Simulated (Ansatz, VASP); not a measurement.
**BaTe in VASP and in Ansatz**

```
Ba Te
1.0
    -0.01766    3.53239    3.53239
     3.53239   -0.01766    3.53239
     3.51472    3.51472    0.00000
Ba Te
1 1
Direct
  0.00000 0.00000 0.00000
  0.50000 0.50000 0.50000
```

Change from the starting cell: shear_xy strain -1.0%.

Alike in both runs: task single point; functional PBE; k mesh 6 × 6 × 6; occupations fermi-dirac, width 0.02 eV; no spin polarisation.

|  | VASP | Ansatz |
| --- | --- | --- |
| version | VASP 6.6.1 | Ansatz 0.2.0 |
| potentials or method | VASP PAW PBE potentials, release 64 (Ba_sv, Te) | plane waves, PAW |
| plane-wave cutoff (eV) | 520 | 420 |
| valence electrons in the cell | 16 | 26 |

|  | VASP | Ansatz | Ansatz less VASP |
| --- | --- | --- | --- |
| gap on the k mesh at the Fermi level (eV) | 1.56 | 1.64 | +0.078 |
| pressure (GPa) | 0.3 | 0.0 | -0.30 |
| traceless stress, the component that is largest in VASP (GPa) | 0.11 | 0.11 | +0.001 |

VASP's potentials hold 16 valence electrons a cell and Ansatz's 26, so a difference there can come from the potentials and not from the codes.

Spin-orbit coupling is off throughout.
